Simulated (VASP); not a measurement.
CdS, 2 atoms in the cell. The structure is cubic, space group F-43m (No. 216). Conventional cell: a = 5.833 Å, b = 5.833 Å, c = 5.833 Å, α = 90.00°, β = 90.00°, γ = 90.00°. Cd (site symmetry -43m) has 4 S at 2.53 Å within 3.3 Å. S (site symmetry -43m) has 4 Cd at 2.53 Å within 3.3 Å. 

| Item | Value |
| --- | --- |
| Program | VASP 6.6.1 |
| Task | relaxation of cell and atoms |
| Functional | RPBE |
| Potentials or basis | VASP PAW PBE potentials, release 64 (Cd, S) |
| Cutoff | 600 eV |
| k mesh | 8 × 8 × 8 |
| Occupations | fermi-dirac, width 0.05 eV |
| Spin | no spin polarisation |
| Dipole correction | no |
| Further INCAR settings | ALGO = Normal; EDIFF = 1e-07; IBRION = 2; EDIFFG = -0.01; NSW = 80; ISIF = 3 |

Potentials or basis: VASP PAW PBE potentials, release 64 (Cd, S).

The run is started by

```sh
$ cat potpaw_PBE.64/Cd/POTCAR potpaw_PBE.64/S/POTCAR > POTCAR
$ mpirun -np 1 vasp_std > vasp.out
```

Hardware: 1 thread of Intel(R) Xeon(R) Platinum 8259CL CPU @ 2.50GHz (Skylake/Cascade Lake), with other jobs on the host.

Problem. How long does it take, and how much memory?

Solution. Wall time 76 s on 1 thread of Intel(R) Xeon(R) Platinum 8259CL CPU @ 2.50GHz (Skylake/Cascade Lake) (shared host), peak memory 0.22 GiB. Counts: scf iterations 37, k points 29, ion steps 3.
